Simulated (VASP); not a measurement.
# Sn (Im-3m) in VASP: settings compared, part 2 of 2

VASP 6.6.1.

## 5. Relaxation of cell and atoms, BLYP+D4

INCAR

```
  PREC = Accurate
  ENCUT = 600
  EDIFF = 1E-6
  ISMEAR = -1
  SIGMA = 0.05
  LREAL = False
  LASPH = True
  NELM = 60
  ALGO = Normal
  ISIF = 3
  LWAVE = False
  LCHARG = False
  GGA = B5
  ALDAX = 1.0
  AGGAX = 1.0
  AGGAC = 1.0
  ALDAC = 0.0
  IVDW = 13
  VDW_S6 = 1.0
  VDW_S8 = 2.34076671
  VDW_A1 = 0.44488865
  VDW_A2 = 4.0933009
  IBRION = 2
  NSW = 60
  EDIFFG = -0.01
```

KPOINTS

```
regular mesh
0
Gamma
  10 10 10
```

POSCAR

```
Sn
1.0
   -1.8946518192      1.8946518192      1.8946518192
    1.8946518192     -1.8946518192      1.8946518192
    1.8946518192      1.8946518192     -1.8946518192
Sn
1
Direct
    0.0000000000      0.0000000000      0.0000000000
```

Potentials or basis: VASP PAW PBE potentials, release 64 (Sn_d).

Run with:

```
> cat potpaw_PBE.64/Sn_d/POTCAR > POTCAR
> mpirun -np 1 vasp_std > vasp.out
```

OUTCAR:

```text
PREC = Accurate
   ENCUT = 600
   EDIFF = 1E-6
   ISMEAR = -1
   LREAL = False
   LASPH = True
   NELM = 60
   ISIF = 3
   GGA = B5
   IVDW = 13
   IBRION = 2
   NSW = 60
   EDIFFG = -0.01

 ion  position               nearest neighbor table
   1  0.000  0.000  0.000-

  LATTYP: Found a body centered cubic cell.
 ALAT       =     3.7893036384

  Lattice vectors:

 A1 = (  -1.8946518192,   1.8946518192,   1.8946518192)
 A2 = (   1.8946518192,  -1.8946518192,   1.8946518192)
 A3 = (   1.8946518192,   1.8946518192,  -1.8946518192)

Analysis of symmetry for initial positions (statically):
=====================================================================
 Subroutine PRICEL returns:
 Original cell was already a primitive cell.

 Routine SETGRP: Setting up the symmetry group for a
 body centered cubic supercell.

 Subroutine GETGRP returns: Found 48 space group operations
[... 9 lines left out ...]

 Routine SETGRP: Setting up the symmetry group for a
 body centered cubic supercell.

 Subroutine GETGRP returns: Found 48 space group operations
[... 11 lines left out ...]
                                     Primitive cell

  volume of cell :      27.2050

  direct lattice vectors                    reciprocal lattice vectors
    -1.894651819  1.894651819  1.894651819     0.000000000  0.263900731  0.263900731
     1.894651819 -1.894651819  1.894651819     0.263900731  0.000000000  0.263900731
     1.894651819  1.894651819 -1.894651819     0.263900731  0.263900731  0.000000000

  length of vectors
     3.281633214  3.281633214  3.281633214     0.373211993  0.373211993  0.373211993

  position of ions in fractional coordinates (direct lattice)
     0.000000000  0.000000000  0.000000000

  ion indices of the primitive-cell ions
   primitive index   ion index
                 1           1

----------------------------------------------------------------------------------------

 KPOINTS: regular mesh

Automatic generation of k-mesh.
 Grid dimensions read from file:
 generate k-points for:   10   10   10

 Generating k-lattice:

  Cartesian coordinates                     Fractional coordinates (reciprocal lattice)
     0.000000000  0.026390073  0.026390073     0.100000000  0.000000000  0.000000000
     0.026390073  0.000000000  0.026390073     0.000000000  0.100000000  0.000000000
     0.026390073  0.026390073  0.000000000     0.000000000  0.000000000  0.100000000

  Length of vectors
     0.037321199  0.037321199  0.037321199

  Shift w.r.t. Gamma in fractional coordinates (k-lattice)
     0.000000000  0.000000000  0.000000000

 Subroutine IBZKPT returns following result:
 ===========================================

 Found     47 irreducible k-points:

 Following reciprocal coordinates:
            Coordinates               Weight
  0.000000  0.000000  0.000000      1.000000
  0.100000  0.000000  0.000000     12.000000
[... 75 lines left out ...]
  volume of cell :       27.20
 maximum number of plane-waves:       935
 NGX is ok and might be reduce to    28
   NGX = 13   NGY = 13   NGZ = 13

--------------------------------------- Ionic step        1  -------------------------------------------

 number of electron      13.9999996 magnetization

 Free energy of the ion-electron system (eV)
  ---------------------------------------------------
  ext. energy  EPLUGINS =         0.00000000
  ---------------------------------------------------
  free energy    TOTEN  =        -2.87819171 eV

  energy without entropy =       -2.87072357  energy(sigma->0) =       -2.87445764

------------------------ aborting loop because EDIFF is reached ----------------------------------------

  DFT-D4 for vdW energy calculation

  Edisp (eV):   -0.78655

  FORCE on cell =-STRESS in cart. coord.  units (eV):
  Direction    XX          YY          ZZ          XY          YZ          ZX
  --------------------------------------------------------------------------------------
  -------------------------------------------------------------------------------------
  Total       0.17629     0.17629     0.17629     0.00000    -0.00000     0.00000
  in kB      10.38223    10.38223    10.38223     0.00000    -0.00000     0.00000
  external pressure =       10.38 kB  Pullay stress =        0.00 kB

 VOLUME and BASIS-vectors are now :
 -----------------------------------------------------------------------------
  energy-cutoff  :      600.00
  volume of cell :       27.20
      direct lattice vectors                 reciprocal lattice vectors
    -1.894651819  1.894651819  1.894651819     0.000000000  0.263900731  0.263900731
     1.894651819 -1.894651819  1.894651819     0.263900731  0.000000000  0.263900731
     1.894651819  1.894651819 -1.894651819     0.263900731  0.263900731  0.000000000

 POSITION                                       TOTAL-FORCE (eV/Angst)
 -----------------------------------------------------------------------------------
      0.00000      0.00000      0.00000         0.000000      0.000000      0.000000
 -----------------------------------------------------------------------------------
    total drift:                               -0.000000     -0.000000     -0.000000

  FREE ENERGIE OF THE ION-ELECTRON SYSTEM (eV)
  ---------------------------------------------------
  free  energy   TOTEN  =        -3.6647454390 eV

  energy  without entropy=       -3.6572772982  energy(sigma->0) =       -3.66101137

--------------------------------------- Ionic step        2  -------------------------------------------

 number of electron      13.9999998 magnetization

 Free energy of the ion-electron system (eV)
  ---------------------------------------------------
  ext. energy  EPLUGINS =         0.00000000
  ---------------------------------------------------
  free energy    TOTEN  =        -2.89895940 eV

  energy without entropy =       -2.89101889  energy(sigma->0) =       -2.89498915

 E-fermi :   8.2016     XC(G=0):  -9.6322

 val. band max:        8.1901657204   @ k =   0.3000   0.0000   0.0000
 cond. band min:       8.2149446594   @ k =   0.2000   0.1000   0.1000
 fundamental gap:      0.0247789390
 Fermi energy:         8.2016347935

 k-point     1 :       0.0000    0.0000    0.0000
  band No.  band energies     occupation
      1     -13.2883      2.00000
      2     -13.2883      2.00000
      3     -13.2883      2.00000
      4     -13.1571      2.00000
      5     -13.1571      2.00000
      6      -2.6591      2.00000
      7      15.7084      0.00000
      8      15.7084      0.00000
      9      15.7084      0.00000
     10      20.6197      0.00000
     11      20.6197      0.00000
[... 309 lines left out ...]
 k-point    24 :      -0.3000    0.3000    0.1000
  band No.  band energies     occupation
      1     -13.2949      2.00000
      2     -13.2516      2.00000
      3     -13.1873      2.00000
      4     -13.1655      2.00000
      5     -13.1557      2.00000
      6      -0.5557      2.00000
      7       8.3590      0.08236
      8      11.8951      0.00000
      9      13.2671      0.00000
     10      17.2812      0.00000
     11      18.2957      0.00000

 [... further k-points ...]

------------------------ aborting loop because EDIFF is reached ----------------------------------------

  DFT-D4 for vdW energy calculation

  Edisp (eV):   -0.76795

  FORCE on cell =-STRESS in cart. coord.  units (eV):
  Direction    XX          YY          ZZ          XY          YZ          ZX
  --------------------------------------------------------------------------------------
  -------------------------------------------------------------------------------------
  Total      -0.00639    -0.00639    -0.00639     0.00000    -0.00000     0.00000
  in kB      -0.36702    -0.36702    -0.36702     0.00000    -0.00000     0.00000
  external pressure =       -0.37 kB  Pullay stress =        0.00 kB

 VOLUME and BASIS-vectors are now :
 -----------------------------------------------------------------------------
  energy-cutoff  :      600.00
  volume of cell :       27.90
      direct lattice vectors                 reciprocal lattice vectors
    -1.910765285  1.910765285  1.910765285     0.000000000  0.261675259  0.261675259
     1.910765285 -1.910765285  1.910765285     0.261675259  0.000000000  0.261675259
     1.910765285  1.910765285 -1.910765285     0.261675259  0.261675259  0.000000000

 POSITION                                       TOTAL-FORCE (eV/Angst)
 -----------------------------------------------------------------------------------
      0.00000      0.00000      0.00000        -0.000000      0.000000     -0.000000
 -----------------------------------------------------------------------------------
    total drift:                               -0.000000     -0.000000     -0.000000

  FREE ENERGIE OF THE ION-ELECTRON SYSTEM (eV)
  ---------------------------------------------------
  free  energy   TOTEN  =        -3.6669054558 eV

  energy  without entropy=       -3.6589649495  energy(sigma->0) =       -3.66293520

 reached required accuracy - stopping structural energy minimisation
```

OSZICAR:

```text
N       E                     dE             d eps       ncg     rms          rms(c)
DAV:   1     0.785710071276E+02    0.78571E+02   -0.80401E+03  1050   0.211E+03
DAV:   2     0.196106599141E+01   -0.76610E+02   -0.74906E+02  1064   0.357E+02
DAV:   3    -0.278276116226E+01   -0.47438E+01   -0.47183E+01  1190   0.796E+01
DAV:   4    -0.288739876344E+01   -0.10464E+00   -0.10461E+00  1170   0.127E+01
[... 11 lines left out ...]
DAV:   3    -0.289988068752E+01    0.17398E-01   -0.51302E-02  1552   0.446E+00    0.871E-02
DAV:   4    -0.289906107199E+01    0.81962E-03   -0.12854E-03  1166   0.575E-01    0.276E-02
DAV:   5    -0.289896641938E+01    0.94653E-04   -0.75452E-05  1556   0.929E-02    0.145E-02
DAV:   6    -0.289895918793E+01    0.72314E-05   -0.11881E-05  1136   0.668E-02    0.217E-03
DAV:   7    -0.289895940017E+01   -0.21223E-06   -0.16136E-07   583   0.652E-03
   2 F= -.36669055E+01 E0= -.36629352E+01  d E =-.216002E-02
```

CONTCAR:

```text
Sn
   1.00000000000000
    -1.9107652852737682    1.9107652852737682    1.9107652852737682
     1.9107652852737682   -1.9107652852737682    1.9107652852737682
     1.9107652852737682    1.9107652852737682   -1.9107652852737682
  Sn
     1
Direct
     0.0000000000000000    0.0000000000000000    0.0000000000000000

  0.00000000E+00  0.00000000E+00  0.00000000E+00
```

Run time: 35 s. Hardware: 1 thread of Intel Xeon Platinum 8559C (Emerald Rapids), shared host; peak memory 0.17 GiB.

What came out:

```yaml
Free_energy: -3.6669 eV
Relaxed_volume: 27.90 Å³/atom
Relaxed_cell: a = 3.310 Å, b = 3.310 Å, c = 3.310 Å, α = 109.47°, β = 109.47°, γ = 109.47°
Space_group_after_relaxing_to_0.05_Å: Im-3m (No. 229)
Energy_gained_by_relaxing: 2.2 meV/atom
Ionic_steps: 2
Pressure_after_relaxing: 0.0 GPa
Band_gap_on_the_k_mesh: zero (band 7 reaches 15.71 eV, above the bottom of band 8 at 6.15 eV)
Dispersion_energy_per_atom: -0.768 eV
```

Step by step:
```tsv
step	energy change (eV)	largest force (eV/Å)	pressure (GPa)	volume (Å³)
1	0.0000	0.0000	1.04	27.20
2	-0.0022	0.0000	-0.04	27.90
```

Final structure:
```cif
data_structure
_symmetry_space_group_name_H-M 'P 1'
_symmetry_Int_Tables_number 1
_cell_length_a 3.3095
_cell_length_b 3.3095
_cell_length_c 3.3095
_cell_angle_alpha 109.471
_cell_angle_beta 109.471
_cell_angle_gamma 109.471
_cell_volume 27.90
loop_
_atom_site_label
_atom_site_type_symbol
_atom_site_fract_x
_atom_site_fract_y
_atom_site_fract_z
_atom_site_occupancy
Sn1 Sn 0.00000 0.00000 0.00000 1
```

Levels at points of the mesh, in eV from the Fermi level:
```tsv
k point	band 4	band 5	band 6	band 7	band 8	band 9	band 10	band 11
(0.00, 0.00, 0.00)	-21.36	-21.36	-10.86	7.51	7.51	7.51	12.42	12.42
(0.50, 0.00, 0.00)	-21.36	-21.28	-6.47	-4.14	3.41	5.37	8.11	8.43
(0.50, 0.50, 0.50)	-21.30	-21.30	-2.83	-0.44	-0.44	-0.44	4.26	4.26
```

Caveat: the PAW data sets were made with another functional, which shifts forces and pressure a little; spin-orbit coupling is left out, which moves the levels of the heavy elements; pairwise dispersion overbinds metals, which lowers pressure and volume.

## 6. Single point, PBE

INCAR

```
SYSTEM = Sn
PREC = Accurate
ENCUT = 520
EDIFF = 1E-6
ISMEAR = -1
SIGMA = 0.05
LREAL = .False.
LASPH = .True.
NELM = 60
ALGO = Fast
ISIF = 2
LWAVE = .False.
LCHARG = .False.
GGA = PE
NBANDS = 13
```

KPOINTS

```
Automatic mesh
0
Gamma
  10 10 10
  0 0 0
```

POSCAR is that of step 5.

Potentials or basis: VASP PAW PBE potentials, release 64 (Sn_d).

Run with:

```
> cat potpaw_PBE.64/Sn_d/POTCAR > POTCAR
> mpirun -np 1 vasp_std > vasp.out
```

Wall time 12 s (1 thread of Intel Xeon Platinum 8488C (Sapphire Rapids), shared host); peak memory 0.14 GiB.

It converged, with:

```yaml
Free_energy: -3.7623 eV
Pressure: 0.7 GPa
Band_gap_on_the_k_mesh: zero (band 7 reaches 16.04 eV, above the bottom of band 8 at 5.80 eV)
```

Levels at points of the mesh, in eV from the Fermi level:
```tsv
k point	band 4	band 5	band 6	band 7	band 8	band 9	band 10	band 11
(0.00, 0.00, 0.00)	-21.40	-21.40	-11.05	7.99	7.99	7.99	12.14	12.14
(0.50, 0.00, 0.00)	-21.41	-21.32	-6.38	-4.39	3.63	5.47	7.98	8.28
(0.50, 0.50, 0.50)	-21.34	-21.34	-2.45	-0.45	-0.45	-0.45	3.86	3.86
```

Caveat: spin-orbit coupling is left out, which moves the levels of the heavy elements.

## 7. The runs side by side

```csv
task,level,cell,cutoff (eV),gap on the mesh (eV),pressure (GPa),relaxed volume (Å³/atom)
relaxation of cell and atoms,revPBE+D3(BJ),relaxed,600,none,0.0,25.71
relaxation of cell and atoms,revPBE+D4,relaxed,600,none,0.0,26.11
relaxation of cell and atoms,BLYP+D3(BJ),relaxed,600,none,0.0,27.31
relaxation of cell and atoms,BLYP+D4,relaxed,600,none,0.0,27.90
single point,PBE,as given,520,none,0.7,-
```

Alike in all rows: potentials or basis VASP PAW PBE potentials, release 64 (Sn_d); no spin polarisation; k mesh 10 × 10 × 10; smearing fermi-dirac 0.05 eV.

Caveats: spin-orbit coupling is left out, which moves the levels of the heavy elements; the PAW data sets were made with another functional, which shifts forces and pressure a little (some runs); pairwise dispersion overbinds metals, which lowers pressure and volume (some runs).

Absolute energies hang on the potentials; compare differences alone.
